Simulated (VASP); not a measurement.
# Al2O3 (R-3c) in VASP: a series of runs

Runs on Al2O3. Level: PBEsol. Tasks: single point.

All numbers are computed with VASP 6.6.1; they aren't measurements. Logs are shortened: lines on timing, memory, paths and dates and some standing lists are left out, and cuts for length are marked.

### 1 The cell of the first run

The structure is trigonal, space group R-3c (No. 167). Conventional cell: a = 4.773 Å, b = 4.773 Å, c = 13.013 Å, α = 90.00°, β = 90.00°, γ = 120.00°. Within 2.4 Å of Al (site symmetry 3) lie 6 O at 1.82 to 2.04 Å. Within 2.4 Å of O (site symmetry 2) lie 4 Al at 1.82 to 2.04 Å.

### 2 Single point, PBEsol

INCAR

```
  PREC = Accurate
  ENCUT = 520
  EDIFF = 1E-7
  ISMEAR = 0
  SIGMA = 0.05
  LREAL = F
  LASPH = T
  NELM = 60
  ALGO = Normal
  ISIF = 2
  LWAVE = F
  LCHARG = T
  GGA = PS
  LELF = T
  LVHAR = T
  NBANDS = 35
```

KPOINTS

```
regular mesh
0
Gamma
  6 6 6
```

POSCAR

```
Al2O3
1.0
    2.3866493474      1.3779326432      4.3377178304
   -2.3866493474      1.3779326432      4.3377178304
    0.0000000000     -2.7558652864      4.3377178304
Al O
4 6
Direct
    0.8597195797      0.8597195797      0.8597195797
    0.6402804203      0.6402804203      0.6402804203
    0.1402804203      0.1402804203      0.1402804203
    0.3597195797      0.3597195797      0.3597195797
    0.0558571577      0.4441428423      0.7500000000
    0.7500000000      0.0558571577      0.4441428423
    0.4441428423      0.7500000000      0.0558571577
    0.9441428423      0.5558571577      0.2500000000
    0.2500000000      0.9441428423      0.5558571577
    0.5558571577      0.2500000000      0.9441428423
```

Potentials or basis: VASP PAW PBE potentials, release 64 (Al, O).

On the command line:

```
cat potpaw_PBE.64/Al/POTCAR potpaw_PBE.64/O/POTCAR > POTCAR
mpirun -np 1 vasp_std > vasp.out
```

OUTCAR:

```text
PREC = Accurate
   ENCUT = 520
   EDIFF = 1E-7
   ISMEAR = 0
   LREAL = F
   LASPH = T
   NELM = 60
   ISIF = 2
   GGA = PS

 ion  position               nearest neighbor table
   1  0.860  0.860  0.860-  10 1.82   8 1.82   9 1.82   5 2.04   7 2.04   6 2.04   3 2.84   3 2.84
                             3 2.84   2 2.86   2 3.13   2 3.13   2 3.13
   2  0.640  0.640  0.640-   9 1.82   8 1.82  10 1.82   5 2.04   7 2.04   6 2.04   4 2.84   4 2.84
                             4 2.84   1 2.86   1 3.13   1 3.13   1 3.13
   3  0.140  0.140  0.140-   7 1.82   5 1.82   6 1.82   8 2.04   9 2.04  10 2.04   1 2.84   1 2.84
                             1 2.84   4 2.86   4 3.13   4 3.13   4 3.13
   4  0.360  0.360  0.360-   6 1.82   5 1.82   7 1.82   8 2.04   9 2.04  10 2.04   2 2.84   2 2.84
                             2 2.84   3 2.86   3 3.13   3 3.13   3 3.13
   5  0.056  0.444  0.750-   3 1.82   4 1.82   1 2.04   2 2.04
   6  0.750  0.056  0.444-   4 1.82   3 1.82   1 2.04   2 2.04
   7  0.444  0.750  0.056-   3 1.82   4 1.82   1 2.04   2 2.04
   8  0.944  0.556  0.250-   1 1.82   2 1.82   3 2.04   4 2.04
   9  0.250  0.944  0.556-   2 1.82   1 1.82   3 2.04   4 2.04
  10  0.556  0.250  0.944-   1 1.82   2 1.82   3 2.04   4 2.04

  LATTYP: Found a trigonal (rhomboedric) cell.
 ALAT       =     5.1391234129
 COS(alpha) =     0.5686506643

  Lattice vectors:

 A1 = (   2.3866493474,   1.3779326432,   4.3377178304)
 A2 = (  -2.3866493474,   1.3779326432,   4.3377178304)
 A3 = (   0.0000000000,  -2.7558652864,   4.3377178304)

Analysis of symmetry for initial positions (statically):
=====================================================================
 Subroutine PRICEL returns:
 Original cell was already a primitive cell.

 Routine SETGRP: Setting up the symmetry group for a
 trigonal (rhombohedral) supercell.

 Subroutine GETGRP returns: Found 12 space group operations
 (whereof  6 operations were pure point group operations)
 out of a pool of 12 trial point group operations.

The static configuration has the point symmetry S_6 .
 The point group associated with its full space group is D_3d.

Analysis of symmetry for dynamics (positions and initial velocities):
=====================================================================
 Subroutine PRICEL returns:
 Original cell was already a primitive cell.

 Routine SETGRP: Setting up the symmetry group for a
 trigonal (rhombohedral) supercell.

 Subroutine GETGRP returns: Found 12 space group operations
 (whereof  6 operations were pure point group operations)
[... 123 lines left out ...]
   IBRION =     -1    ionic relax: 0-MD 1-quasi-New 2-CG
   NFREE  =      0    steps in history (QN), initial steepest desc. (CG)
   ISIF   =      2    stress and relaxation
   ISYM   =      2    0-nonsym 1-usesym 2-fastsym
   POTIM  = 0.5000    time-step for ionic-motion
   TEBEG  =    0.0;   TEEND  =   0.0 temperature during run
   PSTRESS=    0.0 pullay stress
   NELECT =      48.0000    total number of electrons
   NUPDOWN=      -1.0000    fix difference up-down
   EMIN   =  10.00;   EMAX   =-10.00  energy-range for DOS
   EFERMI =   0.00;   METHOD = LEGACY
   ISMEAR =     0;   SIGMA  =   0.05  broadening in eV -4-tet -1-fermi 0-gaus
   EFERMI_NEDOS =   21; number of points for ismear=-14 and -15
   IALGO  =     38    algorithm
   IMIX   =      4    mixing-type and parameters
     AMIX     =   0.40;   BMIX     =  1.00
     AMIX_MAG =   1.60;   BMIX_MAG =  1.00
  volume/ion in A,a.u.               =       8.56        57.76
  Fermi-wavevector in a.u.,A,eV,Ry     =   1.350037  2.551199 24.797961  1.822599
  Thomas-Fermi vector in A             =   2.477574
   LORBIT       =      0    0 simple, 1 ext, 2 COOP (PROOUT), +10 PAW based schemes
   GGA     = PS    functional components
   LHFCALC =     F    Hartree Fock is set to
   AEXX    =    0.0000 exact exchange contribution
   IVDW    =     0    specifies the selected vdW correction
   LEPSILON=     F    determine dielectric tensor
   LRPA    =     F    only Hartree local field effects (RPA)
 non-spin polarized calculation
 Gauss-broadening in eV      SIGMA  =   0.05
  energy-cutoff  :      520.00
  volume of cell :       85.59
 maximum number of plane-waves:      2328
 NGX is ok and might be reduce to    40

 number of electron      48.0000012 magnetization

 Free energy of the ion-electron system (eV)
  ---------------------------------------------------
  ext. energy  EPLUGINS =         0.00000000
  ---------------------------------------------------
  free energy    TOTEN  =       -78.35105967 eV

  energy without entropy =      -78.35105967  energy(sigma->0) =      -78.35105967

 E-fermi :   6.2848     XC(G=0): -11.9225

 val. band max:        6.0799043937   @ k =   0.0000   0.0000   0.0000
 cond. band min:      11.8751113590   @ k =   0.0000   0.0000   0.0000
 fundamental gap:      5.7952069653
 Fermi energy:         6.2847610484

 k-point     1 :       0.0000    0.0000    0.0000
  band No.  band energies     occupation
      1     -13.1028      2.00000
      2     -10.7465      2.00000
      3     -10.4948      2.00000
      4     -10.4948      2.00000
      5     -10.2071      2.00000
      6     -10.2071      2.00000
[... 901 lines left out ...]
     34      19.0427      0.00000
     35      19.2811      0.00000

 [... further k-points ...]
[... 5 lines left out ...]
  --------------------------------------------------------------------------------------
  -------------------------------------------------------------------------------------
  Total        2.3457522      2.3457522     -1.4648432      0.0000000     -0.0000000      0.0000000
  in kB       43.9100125     43.9100125    -27.4203225      0.0000000     -0.0000000      0.0000000
  external PRESSURE =      20.1332342 kB  Pullay stress =       0.0000000 kB

 VOLUME and BASIS-vectors are now :
 -----------------------------------------------------------------------------
  energy-cutoff  :      520.00
  volume of cell :       85.59
      direct lattice vectors                 reciprocal lattice vectors
     2.386649347  1.377932643  4.337717830     0.209498727  0.120954146  0.076845324
    -2.386649347  1.377932643  4.337717830    -0.209498727  0.120954146  0.076845324
     0.000000000 -2.755865286  4.337717830     0.000000000 -0.241908293  0.076845324

 POSITION                                       TOTAL-FORCE (eV/Angst)
 -----------------------------------------------------------------------------------
      0.00000      0.00000     11.18766         0.000000      0.000000     -1.504782
      0.00000      0.00000      8.33207         0.000000      0.000000      1.504782
      0.00000      0.00000      1.82549         0.000000      0.000000      1.504782
      0.00000      0.00000      4.68109         0.000000      0.000000     -1.504782
     -0.92670     -1.37793      5.42215        -0.232300      0.000000      0.000000
      1.65668     -0.11358      5.42215         0.116150     -0.201178     -0.000000
     -0.72997      1.49151      5.42215         0.116150      0.201178     -0.000000
      0.92670      1.37793      7.59101         0.232300      0.000000     -0.000000
     -1.65668      0.11358      7.59101        -0.116150      0.201178     -0.000000
      0.72997     -1.49151      7.59101        -0.116150     -0.201178     -0.000000
 -----------------------------------------------------------------------------------
    total drift:                               -0.000000      0.000000     -0.000000

  FREE ENERGIE OF THE ION-ELECTRON SYSTEM (eV)
  ---------------------------------------------------
  free  energy   TOTEN  =       -78.3510596665 eV

  energy  without entropy=      -78.3510596665  energy(sigma->0) =      -78.35105967
```

stdout:

```text
POSCAR found type information on POSCAR AlO
 POSCAR found :  2 types and      10 ions
 scaLAPACK will be used
 -----------------------------------------------------------------------------
|                                                                             |
|                                                                             |
|     You enforced a specific xc type in the INCAR file but a different       |
|     I HOPE YOU KNOW WHAT YOU ARE DOING!                                     |
|                                                                             |
 -----------------------------------------------------------------------------

 LDA part: xc-table for (Slater+PW92), standard interpolation
 POSCAR, INCAR and KPOINTS ok, starting setup
 FFT: planning ... GRIDC
 FFT: planning ... GRID_SOFT
 FFT: planning ... GRID
 WAVECAR not read
 entering main loop
```

Wall time 2.4 min (1 thread of Intel Xeon 8259CL, shared host); peak memory 0.26 GiB.

Results:

| Item | Value |
| --- | --- |
| Free energy | -78.3511 eV |
| Pressure | 2.0 GPa |
| Largest force | 1.505 eV/Å |
| Band gap on the k mesh | 5.80 eV |

Forces on the atoms (eV/Å):
```
Al   0.000  0.000 -1.505
Al   0.000  0.000  1.505
Al   0.000  0.000  1.505
Al   0.000  0.000 -1.505
O   -0.232  0.000  0.000
O    0.116 -0.201  0.000
O    0.116  0.201  0.000
O    0.232  0.000  0.000
O   -0.116  0.201  0.000
O   -0.116 -0.201  0.000
```

Levels at points of the mesh, in eV from the valence-band top:
| k point | band 22 | band 23 | band 24 | band 25 | band 26 | band 27 |
| --- | --- | --- | --- | --- | --- | --- |
| (0.00, 0.00, 0.00) | -0.11 | -0.11 | 0.00 | 5.80 | 8.98 | 10.13 |
| (0.50, 0.00, 0.00) | -1.05 | -0.30 | -0.30 | 8.92 | 8.92 | 9.30 |
| (0.50, 0.50, 0.00) | -1.02 | -0.69 | -0.39 | 9.20 | 9.36 | 9.57 |
| (0.50, 0.50, 0.50) | -0.49 | -0.49 | -0.49 | 8.31 | 8.31 | 10.20 |

Caveat: the PAW data sets were made with another functional, which shifts forces and pressure a little.

### 3 Single point, PBEsol

This run uses another cell than the first one, of the same volume but with other edges.

INCAR

```
PREC = Accurate ; ENCUT = 520
EDIFF = 1E-6 ; ISMEAR = 0
SIGMA = 0.05 ; LREAL = F
LASPH = T ; NELM = 100
ALGO = Normal ; ISIF = 2
LWAVE = F ; LCHARG = F
GGA = PS ; NBANDS = 35
```

KPOINTS is that of step 2.

POSCAR

```
Al2O3
1.0
    2.2891336982      1.3216319569      4.7151575915
   -2.2891336982      1.3216319569      4.7151575915
    0.0000000000     -2.6432639137      4.7151575915
Al O
4 6
Direct
    0.8443505149      0.8443505149      0.8443505149
    0.6556494851      0.6556494851      0.6556494851
    0.1556494851      0.1556494851      0.1556494851
    0.3443505149      0.3443505149      0.3443505149
    0.0558571577      0.4441428423      0.7500000000
    0.7500000000      0.0558571577      0.4441428423
    0.4441428423      0.7500000000      0.0558571577
    0.9441428423      0.5558571577      0.2500000000
    0.2500000000      0.9441428423      0.5558571577
    0.5558571577      0.2500000000      0.9441428423
```

Potentials or basis: VASP PAW PBE potentials, release 64 (Al, O).

On the command line:

```
cat potpaw_PBE.64/Al/POTCAR potpaw_PBE.64/O/POTCAR > POTCAR
mpirun -np 1 vasp_std > vasp.out
```

It took 2.8 min on 1 thread of Intel Xeon 8259CL, shared host; peak memory 0.26 GiB.

Results (log left out):

```yaml
Free_energy: -77.4133 eV
Pressure: 1.8 GPa
Largest_force: 1.003 eV/Å
Band_gap_on_the_k_mesh: 5.33 eV
```

Forces on the atoms (eV/Å):
```
Al   0.000  0.000  1.003
Al   0.000  0.000 -1.003
Al   0.000  0.000 -1.003
Al   0.000  0.000  1.003
O    0.727  0.000  0.000
O   -0.364  0.630  0.000
O   -0.364 -0.630  0.000
O   -0.727  0.000  0.000
O    0.364 -0.630  0.000
O    0.364  0.630  0.000
```

Stress tensor (GPa, compression positive):
```
 18.26   0.00   0.00
  0.00  18.26   0.00
  0.00   0.00 -31.04
```

Levels at points of the mesh, in eV from the valence-band top:
```
           k point  band 20  band 21  band 22  band 23  band 24  band 25  band 26  band 27  band 28  band 29
(0.00, 0.00, 0.00)    -1.32    -0.47    -0.47     0.00     0.00     5.33     9.26     9.26     9.42    10.09
(0.50, 0.00, 0.00)    -1.72    -1.07    -1.07    -0.73    -0.73     7.91     7.91     8.90     8.90    11.38
(0.50, 0.50, 0.00)    -1.77    -1.40    -1.04    -0.98    -0.58     8.04     9.08     9.71    10.02    10.05
(0.50, 0.50, 0.50)    -2.74    -0.25    -0.25    -0.25    -0.25     8.36     8.36    10.65    10.65    11.09
```

Caveat: the PAW data sets were made with another functional, which shifts forces and pressure a little.

### 4 Single point, PBEsol

This run uses another cell than the first one, of the same volume but with other edges.

INCAR

```
PREC = Accurate
ENCUT = 520
EDIFF = 1E-6
ISMEAR = 0
SIGMA = 0.05
LREAL = False
LASPH = True
NELM = 100
ALGO = Normal
ISIF = 2
LWAVE = False
LCHARG = False
GGA = PS
NBANDS = 35
```

KPOINTS

```
Automatic mesh
0
Gamma
  6 6 6
```

Edit POSCAR of step 3 so:

```diff
@@ -2,5 +2,5 @@
 1.0
-    2.2891336982      1.3216319569      4.7151575915
-   -2.2891336982      1.3216319569      4.7151575915
-    0.0000000000     -2.6432639137      4.7151575915
+    2.5032663946      1.4452615268      3.9429783403
+   -2.5032663946      1.4452615268      3.9429783403
+    0.0000000000     -2.8905230535      3.9429783403
 Al O
```

On the command line:

```
cat potpaw_PBE.64/Al/POTCAR potpaw_PBE.64/O/POTCAR > POTCAR
mpirun -np 1 vasp_std > vasp.out
```

It took 1.8 min on 1 thread of Intel Xeon 8259CL, shared host; peak memory 0.23 GiB.

Results (log left out):

| Property | Result |
| --- | --- |
| Free energy | -76.2479 eV |
| Pressure | 4.1 GPa |
| Largest force | 4.261 eV/Å |
| Band gap on the k mesh | 4.84 eV |

Forces on the atoms (eV/Å):
```
Al   0.000  0.000  4.261
Al   0.000  0.000 -4.261
Al   0.000  0.000 -4.261
Al   0.000  0.000  4.261
O   -0.094  0.000  0.000
O    0.047 -0.082  0.000
O    0.047  0.082  0.000
O    0.094  0.000  0.000
O   -0.047  0.082  0.000
O   -0.047 -0.082  0.000
```

Stress tensor (GPa, compression positive):
```
-18.91   0.00   0.00
  0.00 -18.91   0.00
  0.00   0.00  50.02
```

Levels at points of the mesh, in eV from the valence-band top:
```tsv
k point	band 20	band 21	band 22	band 23	band 24	band 25	band 26	band 27	band 28	band 29
(0.00, 0.00, 0.00)	-1.19	-1.19	-0.97	-0.97	0.00	4.84	7.03	9.45	10.16	11.25
(0.50, 0.00, 0.00)	-1.76	-1.27	-1.27	-0.71	-0.71	7.84	7.84	8.79	8.79	10.06
(0.50, 0.50, 0.00)	-1.82	-1.56	-1.55	-1.15	-0.52	7.53	8.33	8.46	9.30	9.30
(0.50, 0.50, 0.50)	-2.53	-1.45	-1.45	-1.45	-1.45	7.07	7.07	9.97	9.97	11.20
```

Caveat: the cell stands under pressure; the PAW data sets were made with another functional, which shifts forces and pressure a little.

### 5 Single point, PBEsol

This run uses another cell than the first one, of the same volume but with other edges.

INCAR

```
SYSTEM = Al2O3
ALGO = Normal
EDIFF = 1E-6
ENCUT = 520
GGA = PS
ISIF = 2
ISMEAR = 0
LASPH = .TRUE.
LCHARG = .TRUE.
LELF = .TRUE.
LREAL = .FALSE.
LVHAR = .TRUE.
LWAVE = .FALSE.
NBANDS = 35
NELM = 80
PREC = Accurate
SIGMA = 0.05
```

KPOINTS

```
k-points
0
G
  6 6 6
  0 0 0
```

Edit POSCAR of step 4 so:

```diff
@@ -8,6 +8,6 @@
 Direct
-    0.8443505149      0.8443505149      0.8443505149
-    0.6556494851      0.6556494851      0.6556494851
-    0.1556494851      0.1556494851      0.1556494851
-    0.3443505149      0.3443505149      0.3443505149
+    0.8520350473      0.8520350473      0.8520350473
+    0.6479649527      0.6479649527      0.6479649527
+    0.1479649527      0.1479649527      0.1479649527
+    0.3520350473      0.3520350473      0.3520350473
     0.0558571577      0.4441428423      0.7500000000
```

On the command line:

```
cat potpaw_PBE.64/Al/POTCAR potpaw_PBE.64/O/POTCAR > POTCAR
mpirun -np 1 vasp_std > vasp.out
```

Wall time 2 min (1 thread of Intel Xeon 8259CL, shared host); peak memory 0.23 GiB.

It converged, with:

| Quantity | Value |
| --- | --- |
| Free energy | -77.2584 eV |
| Pressure | -0.2 GPa |
| Largest force | 1.464 eV/Å |
| Band gap on the k mesh | 4.63 eV |

Forces on the atoms (eV/Å):
```
Al   0.000  0.000  1.464
Al   0.000  0.000 -1.464
Al   0.000  0.000 -1.464
Al   0.000  0.000  1.464
O   -0.246  0.000  0.000
O    0.123 -0.213  0.000
O    0.123  0.213  0.000
O    0.246  0.000  0.000
O   -0.123  0.213  0.000
O   -0.123 -0.213  0.000
```

Stress tensor (GPa, compression positive):
```
-18.20   0.00   0.00
  0.00 -18.20   0.00
  0.00   0.00  35.84
```

Levels at points of the mesh, in eV from the valence-band top:
| k point | band 22 | band 23 | band 24 | band 25 | band 26 | band 27 |
| --- | --- | --- | --- | --- | --- | --- |
| (0.00, 0.00, 0.00) | -1.02 | -1.02 | 0.00 | 4.63 | 7.12 | 9.06 |
| (0.50, 0.00, 0.00) | -1.35 | -0.71 | -0.71 | 7.55 | 7.55 | 8.70 |
| (0.50, 0.50, 0.00) | -1.63 | -1.09 | -0.60 | 7.34 | 7.94 | 8.48 |
| (0.50, 0.50, 0.50) | -1.52 | -1.52 | -1.52 | 6.98 | 6.98 | 9.66 |

Caveat: the PAW data sets were made with another functional, which shifts forces and pressure a little.

### 6 The runs side by side

```tsv
cell	gap on the mesh (eV)	pressure (GPa)	largest force (eV/Å)
a = 5.139 Å, angles 55.3°, 10 atoms, atomic positions A	5.80	2.0	1.50
a = 5.406 Å, angles 50.1°, 10 atoms, atomic positions B	5.33	1.8	1.00
a = 4.889 Å, angles 61.6°, 10 atoms, atomic positions B	4.84	4.1	4.26
a = 4.889 Å, angles 61.6°, 10 atoms, atomic positions C	4.63	-0.2	1.46
```

Alike in all rows: task single point; level PBEsol; potentials or basis VASP PAW PBE potentials, release 64 (Al, O); no spin polarisation; k mesh 6 × 6 × 6; cutoff (eV) 520; smearing gaussian 0.05 eV.

Caveats: the PAW data sets were made with another functional, which shifts forces and pressure a little; the cell stands under pressure (at least some runs).

Total energies depend on the potentials used, so only differences within one code and one set of settings carry meaning.
